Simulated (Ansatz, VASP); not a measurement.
**One calculation of Al2Cu, two programs**

INCAR

```
SYSTEM = Al2Cu
  PREC = Accurate
  ENCUT = 520
  EDIFF = 1E-6
  ISMEAR = 0
  SIGMA = 0.15
  LREAL = .FALSE.
  LASPH = .TRUE.
  NELM = 80
  ALGO = Fast
  ISIF = 2
  LWAVE = .FALSE.
  LCHARG = .FALSE.
  GGA = PS
  NBANDS = 26
```

File KPOINTS:

```
Automatic mesh
0
G
  10 10 10
  0 0 0
```

Contents of POSCAR:

```
Al2Cu
1.0
   -2.9066000000      2.9066000000      2.4621000000
    2.9066000000     -2.9066000000      2.4621000000
    2.9066000000      2.9066000000     -2.4621000000
Al Cu
4 2
Direct
    0.1593210787      0.6593210787      0.8186421574
    0.6593210787      0.8406789213      0.5000000000
    0.8406789213      0.3406789213      0.1813578426
    0.3406789213      0.1593210787      0.5000000000
    0.7500000000      0.7500000000      0.0000000000
    0.2500000000      0.2500000000      0.0000000000
```

Input for Ansatz:

```yaml
crystal:
  lattice:
    - [-2.9066, 2.9066, 2.4621]
    - [2.9066, -2.9066, 2.4621]
    - [2.9066, 2.9066, -2.4621]
  atoms:
    - { symbol: Al, position: [0.1593210787, 0.6593210787, 0.8186421574] }
    - { symbol: Al, position: [0.6593210787, 0.8406789213, 0.5] }
    - { symbol: Al, position: [0.8406789213, 0.3406789213, 0.1813578426] }
    - { symbol: Al, position: [0.3406789213, 0.1593210787, 0.5] }
    - { symbol: Cu, position: [0.75, 0.75, 0.0] }
    - { symbol: Cu, position: [0.25, 0.25, 0.0] }
basis:
  ecutwfc: 520.0
kpoints:
  mp_grid: { grid: [10, 10, 10] }
hamiltonian:
  xc: pbesol
  pseudopotentials: { kind: paw, azcp: { folder: soft_1 } }
scf:
  occupations: { method: gaussian, width: 0.15 }
output:
  forces: true
  stress: true
  eigenvalues: true
```

Alike in both runs: task single point; functional PBEsol; k mesh 10 × 10 × 10; occupations gaussian, width 0.15 eV; no spin polarisation.

```csv
,VASP,Ansatz
version,VASP 6.6.1,Ansatz 0.2.0
potentials or method,"VASP PAW PBE potentials, release 64 (Al, Cu), cutoff 520 eV","scalar-relativistic, plane waves, PAW"
valence electrons in the cell,34,50
```

```csv
,VASP,Ansatz,Ansatz less VASP
gap on the k mesh at the Fermi level (eV),none,none,-
pressure (GPa),5.4,5.2,-0.22
"traceless stress, the component that is largest in VASP (GPa)",-4.99,-5.05,-0.052
rms of the force components (eV/Å),0.066,0.067,+0.0007
```

VASP's potentials were made for PBE, not for PBEsol, and Ansatz warns of the same on its side. Atom by atom the forces differ by 0.001 eV/Å (rms over components). A gap of «none» marks a metal or a gap that the smearing closes. VASP's potentials hold 34 valence electrons a cell and Ansatz's 50, so a difference there can come from the potentials and not from the codes.
